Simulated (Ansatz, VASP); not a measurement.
**HfZrSe4 in VASP and in Ansatz**

```
Zr Hf Se
1.0
    -2.84850    2.84850    6.77914
     2.84850   -2.84850    6.77914
     2.84850    2.84850   -6.77914
Zr Hf Se
1 1 4
Direct
  0.50000 0.50000 0.00000
  0.00000 0.00000 0.00000
  0.13393 0.13393 0.49699
  0.86607 0.36306 0.00000
  0.36306 0.86607 0.00000
  0.63694 0.63694 0.50301
```

Change from the starting cell: species swapped into the NaClO4 type (I-42m, No. 121).

Alike in both runs: functional PBE; k mesh 8 × 8 × 8; occupations gaussian, width 0.02 eV; no spin polarisation.

Ansatz relaxed the structure, and its values are those at the end. VASP's run is a single point on that final structure, the one shown.

|  | VASP | Ansatz |
| --- | --- | --- |
| version | VASP 6.6.1 | Ansatz 0.2.0 |
| potentials or method | VASP PAW PBE potentials, release 64 (Zr_sv, Hf_pv, Se), cutoff 520 eV | scalar-relativistic, plane waves, PAW |
| valence electrons in the cell | 46 | 102 |

|  | VASP | Ansatz | Ansatz less VASP |
| --- | --- | --- | --- |
| gap on the k mesh at the Fermi level (eV) | 1.59 | 1.59 | +0.001 |
| least direct gap on the mesh (eV) | 1.70 | 1.70 | +0.001 |
| pressure (GPa) | -0.1 | 0.0 | +0.04 |
| rms of the force components (eV/Å) | 0.020 | 0.004 | -0.0163 |

VASP's potentials hold 46 valence electrons a cell and Ansatz's 102, so a difference there can come from the potentials and not from the codes.

Neither program's run includes spin-orbit coupling.
